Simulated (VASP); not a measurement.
# Mo (Im-3m) in VASP: notebook

Mo is run at these levels: PBE; tasks: single point.

Program: VASP 6.6.1. These are calculated values, not measurements. Logs are shortened: lines on timing, memory, paths and dates and some standing lists are left out, and cuts for length are marked.

## (1) The cell of the first run

Symmetry: Im-3m, No. 229, cubic system. The conventional cell has a = 3.202 Å, b = 3.202 Å, c = 3.202 Å, α = 90.00°, β = 90.00°, γ = 90.00°. Mo (site symmetry m-3m) has 14 Mo at 2.77 to 3.20 Å within 3.7 Å.

## (2) Single point, PBE

Input file INCAR:

```
  PREC = Accurate
  ENCUT = 500
  EDIFF = 1E-6
  ISMEAR = 1
  SIGMA = 0.02
  LREAL = F
  LASPH = T
  NELM = 120
  ALGO = Normal
  ISIF = 2
  LWAVE = F
  LCHARG = F
  GGA = PE
  NBANDS = 13
  GGA_COMPAT = F
```

Input file KPOINTS:

```
regular mesh
0
Gamma
  10 10 10
```

Input file POSCAR:

```
Mo
1.0
   -1.6009037753      1.6009037753      1.6009037753
    1.6009037753     -1.6009037753      1.6009037753
    1.6009037753      1.6009037753     -1.6009037753
Mo
1
Direct
    0.0000000000      0.0000000000      0.0000000000
```

Potentials or basis: VASP PAW PBE potentials, release 64 (Mo_sv).

The run is started by

```
> cat potpaw_PBE.64/Mo_sv/POTCAR > POTCAR
> mpirun -np 1 vasp_std > vasp.out
```

OUTCAR:

```text
PREC = Accurate
   ENCUT = 500
   EDIFF = 1E-6
   ISMEAR = 1
   LREAL = F
   LASPH = T
   NELM = 120
   ISIF = 2
   GGA = PE

 ion  position               nearest neighbor table
   1  0.000  0.000  0.000-

  LATTYP: Found a body centered cubic cell.
 ALAT       =     3.2018075506

  Lattice vectors:

 A1 = (  -1.6009037753,   1.6009037753,   1.6009037753)
 A2 = (   1.6009037753,  -1.6009037753,   1.6009037753)
 A3 = (   1.6009037753,   1.6009037753,  -1.6009037753)

Analysis of symmetry for initial positions (statically):
=====================================================================
 Subroutine PRICEL returns:
 Original cell was already a primitive cell.

 Routine SETGRP: Setting up the symmetry group for a
 body centered cubic supercell.

 Subroutine GETGRP returns: Found 48 space group operations
 (whereof 48 operations were pure point group operations)
 out of a pool of 48 trial point group operations.

The static configuration has the point symmetry O_h .

Analysis of symmetry for dynamics (positions and initial velocities):
=====================================================================
 Subroutine PRICEL returns:
 Original cell was already a primitive cell.

 Routine SETGRP: Setting up the symmetry group for a
 body centered cubic supercell.

 Subroutine GETGRP returns: Found 48 space group operations
 (whereof 48 operations were pure point group operations)
 out of a pool of 48 trial point group operations.

The dynamic configuration has the point symmetry O_h .

 Subroutine INISYM returns: Found 48 space group operations
 (whereof 48 operations are pure point group operations),
 and found     1 'primitive' translations

----------------------------------------------------------------------------------------

                                     Primitive cell

  volume of cell :      16.4118

  direct lattice vectors                    reciprocal lattice vectors
    -1.600903775  1.600903775  1.600903775     0.000000000  0.312323581  0.312323581
     1.600903775 -1.600903775  1.600903775     0.312323581  0.000000000  0.312323581
     1.600903775  1.600903775 -1.600903775     0.312323581  0.312323581  0.000000000

  length of vectors
     2.772846677  2.772846677  2.772846677     0.441692244  0.441692244  0.441692244

  position of ions in fractional coordinates (direct lattice)
     0.000000000  0.000000000  0.000000000

  ion indices of the primitive-cell ions
   primitive index   ion index
[... 74 lines left out ...]
   LREAL  =      F    real-space projection
   EDIFFG = 0.1E-04   stopping-criterion for IOM
   NSW    =      0    number of steps for IOM
   IBRION =     -1    ionic relax: 0-MD 1-quasi-New 2-CG
   NFREE  =      0    steps in history (QN), initial steepest desc. (CG)
   ISIF   =      2    stress and relaxation
   ISYM   =      2    0-nonsym 1-usesym 2-fastsym
   POTIM  = 0.5000    time-step for ionic-motion
   TEBEG  =    0.0;   TEEND  =   0.0 temperature during run
   PSTRESS=    0.0 pullay stress
   NELECT =      14.0000    total number of electrons
   NUPDOWN=      -1.0000    fix difference up-down
   EMIN   =  10.00;   EMAX   =-10.00  energy-range for DOS
   EFERMI =   0.00;   METHOD = LEGACY
   ISMEAR =     1;   SIGMA  =   0.02  broadening in eV -4-tet -1-fermi 0-gaus
   EFERMI_NEDOS =   21; number of points for ismear=-14 and -15
   IALGO  =     38    algorithm
   IMIX   =      4    mixing-type and parameters
     AMIX     =   0.40;   BMIX     =  1.00
     AMIX_MAG =   1.60;   BMIX_MAG =  1.00
  volume/ion in A,a.u.               =      16.41       110.75
  Fermi-wavevector in a.u.,A,eV,Ry     =   1.552622  2.934029 32.798663  2.410634
  Thomas-Fermi vector in A             =   2.656970
   LORBIT       =      0    0 simple, 1 ext, 2 COOP (PROOUT), +10 PAW based schemes
   GGA     = PE    functional components
   LHFCALC =     F    Hartree Fock is set to
   AEXX    =    0.0000 exact exchange contribution
   IVDW    =     0    specifies the selected vdW correction
   LEPSILON=     F    determine dielectric tensor
   LRPA    =     F    only Hartree local field effects (RPA)
 non-spin polarized calculation
 Methfessel and Paxton  Order N= 1 SIGMA  =   0.02
  energy-cutoff  :      500.00
  volume of cell :       16.41
 maximum number of plane-waves:       430
   NGX = 11   NGY = 11   NGZ = 11

 number of electron      14.0000004 magnetization

 Free energy of the ion-electron system (eV)
  ---------------------------------------------------
  ext. energy  EPLUGINS =         0.00000000
  ---------------------------------------------------
  free energy    TOTEN  =       -10.89930639 eV

  energy without entropy =      -10.89938631  energy(sigma->0) =      -10.89933303

 E-fermi :  11.9460     XC(G=0): -13.1115

 val. band max:       11.9373972686   @ k =  -0.2000   0.2000   0.1000
 cond. band min:      11.9704237245   @ k =  -0.2000   0.2000   0.2000
 fundamental gap:      0.0330264559
 Fermi energy:        11.9459684892

 k-point     1 :       0.0000    0.0000    0.0000
  band No.  band energies     occupation
      1     -49.4112      2.00000
      2     -22.7843      2.00000
      3     -22.7843      2.00000
      4     -22.7843      2.00000
      5       4.7569      2.00000
      6      10.5737      2.00000
      7      10.5737      2.00000
      8      10.5737      2.00000
      9      13.4228      0.00000
     10      13.4228      0.00000
     11      26.5764      0.00000
     12      26.5764      0.00000
     13      26.5764      0.00000
[... 354 lines left out ...]
  band No.  band energies     occupation
      1     -49.2531      2.00000
      2     -23.5706      2.00000
      3     -23.0821      2.00000
      4     -22.8792      2.00000
      5       7.3337      2.00000
      6       9.6230      2.00000
      7      10.2484      2.00000
      8      12.3572      0.00000
      9      13.5848      0.00000
     10      14.3330      0.00000
     11      25.7567      0.00000
     12      27.1410      0.00000
     13      31.1447      0.00000

 [... further k-points ...]
[... 5 lines left out ...]
  --------------------------------------------------------------------------------------
  -------------------------------------------------------------------------------------
  Total       -0.9691127     -0.9691127     -0.9691127      0.0000000     -0.0000000      0.0000000
  in kB      -94.6082893    -94.6082893    -94.6082893      0.0000000     -0.0000000      0.0000000
  external PRESSURE =     -94.6082893 kB  Pullay stress =       0.0000000 kB

 VOLUME and BASIS-vectors are now :
 -----------------------------------------------------------------------------
  energy-cutoff  :      500.00
  volume of cell :       16.41
      direct lattice vectors                 reciprocal lattice vectors
    -1.600903775  1.600903775  1.600903775     0.000000000  0.312323581  0.312323581
     1.600903775 -1.600903775  1.600903775     0.312323581  0.000000000  0.312323581
     1.600903775  1.600903775 -1.600903775     0.312323581  0.312323581  0.000000000

 POSITION                                       TOTAL-FORCE (eV/Angst)
 -----------------------------------------------------------------------------------
      0.00000      0.00000      0.00000        -0.000000     -0.000000     -0.000000
 -----------------------------------------------------------------------------------
    total drift:                               -0.000000     -0.000000      0.000000

  FREE ENERGIE OF THE ION-ELECTRON SYSTEM (eV)
  ---------------------------------------------------
  free  energy   TOTEN  =       -10.8993063864 eV

  energy  without entropy=      -10.8993863064  energy(sigma->0) =      -10.89933303
```

OSZICAR:

```text
N       E                     dE             d eps       ncg     rms          rms(c)
DAV:   1     0.903871498255E+02    0.90387E+02   -0.77832E+03  1230   0.107E+03
DAV:   2    -0.104558751340E+02   -0.10084E+03   -0.96662E+02  1417   0.304E+02
DAV:   3    -0.116137516990E+02   -0.11579E+01   -0.11551E+01  1357   0.325E+01
DAV:   4    -0.116164364792E+02   -0.26848E-02   -0.26847E-02  1367   0.190E+00
DAV:   5    -0.116164540760E+02   -0.17597E-04   -0.17595E-04  1367   0.138E-01    0.132E+01
DAV:   6    -0.109780830083E+02    0.63837E+00   -0.80931E-01  1257   0.109E+01    0.324E+00
DAV:   7    -0.109020625101E+02    0.76020E-01   -0.14132E-01  1312   0.433E+00    0.103E+00
DAV:   8    -0.108997233408E+02    0.23392E-02   -0.81116E-03  1237   0.114E+00    0.293E-01
DAV:   9    -0.108992993880E+02    0.42395E-03   -0.76948E-04  1307   0.335E-01    0.497E-02
DAV:  10    -0.108993088405E+02   -0.94525E-05   -0.54911E-05  1317   0.872E-02    0.230E-02
DAV:  11    -0.108993066029E+02    0.22376E-05   -0.66514E-06  1292   0.317E-02    0.231E-03
DAV:  12    -0.108993063864E+02    0.21653E-06   -0.55405E-08   616   0.242E-03
   1 F= -.10899306E+02 E0= -.10899333E+02  d E =0.799200E-04
```

Run time: 9.7 s. Hardware: 1 thread of AMD EPYC 7R13, shared host; peak memory 0.1 GiB.

What came out:

```
Free energy            : -10.8993 eV
Pressure               : -9.5 GPa
Band gap on the k mesh : zero (band 7 reaches 15.57 eV, above the bottom of band 8 at 10.57 eV)
```

Levels at points of the mesh, in eV from the Fermi level:
```tsv
k point	band 3	band 4	band 5	band 6	band 7	band 8	band 9	band 10	band 11	band 12
(0.00, 0.00, 0.00)	-34.73	-34.73	-7.19	-1.37	-1.37	-1.37	1.48	1.48	14.63	14.63
(0.50, 0.00, 0.00)	-35.12	-34.74	-5.15	-3.28	1.34	1.48	2.07	4.32	10.81	11.73
(0.50, 0.50, 0.50)	-35.56	-35.56	-5.18	-5.18	3.62	3.62	3.62	8.58	8.58	8.58
```

## (3) Single point, PBE

This run uses another cell than the first one, of 16.83 Å³/atom, 1.025 times its volume.

Input file INCAR:

```
SYSTEM = Mo
PREC = Accurate
ENCUT = 500
EDIFF = 1E-6
ISMEAR = 1
SIGMA = 0.02
LREAL = .False.
LASPH = .True.
NELM = 120
ALGO = Normal
ISIF = 2
LWAVE = .False.
LCHARG = .False.
GGA = PE
NBANDS = 13
GGA_COMPAT = .False.
```

Input file KPOINTS:

```
Automatic mesh
0
Gamma
  10 10 10
  0 0 0
```

Input file POSCAR:

```
Mo
1.0
   -1.6143010825      1.6143010825      1.6143010825
    1.6143010825     -1.6143010825      1.6143010825
    1.6143010825      1.6143010825     -1.6143010825
Mo
1
Direct
    0.0000000000      0.0000000000      0.0000000000
```

Potentials or basis: VASP PAW PBE potentials, release 64 (Mo_sv).

The run is started by

```
> cat potpaw_PBE.64/Mo_sv/POTCAR > POTCAR
> mpirun -np 1 vasp_std > vasp.out
```

Wall time 8.2 s (1 thread of AMD EPYC 7R13, shared host); peak memory 0.1 GiB.

It converged, with:

| Quantity | Value |
| --- | --- |
| Free energy | -10.8682 eV |
| Pressure | -14.0 GPa |
| Band gap on the k mesh | zero (band 7 reaches 15.03 eV, above the bottom of band 8 at 10.22 eV) |

Levels at points of the mesh, in eV from the Fermi level:
```tsv
k point	band 4	band 5	band 6	band 7	band 8	band 9	band 10	band 11
(0.00, 0.00, 0.00)	-34.78	-7.08	-1.32	-1.32	-1.32	1.44	1.44	14.61
(0.50, 0.00, 0.00)	-34.79	-4.99	-3.16	1.28	1.43	2.00	4.16	10.46
(0.50, 0.50, 0.50)	-35.55	-4.99	-4.99	3.49	3.49	3.49	8.42	8.42
```
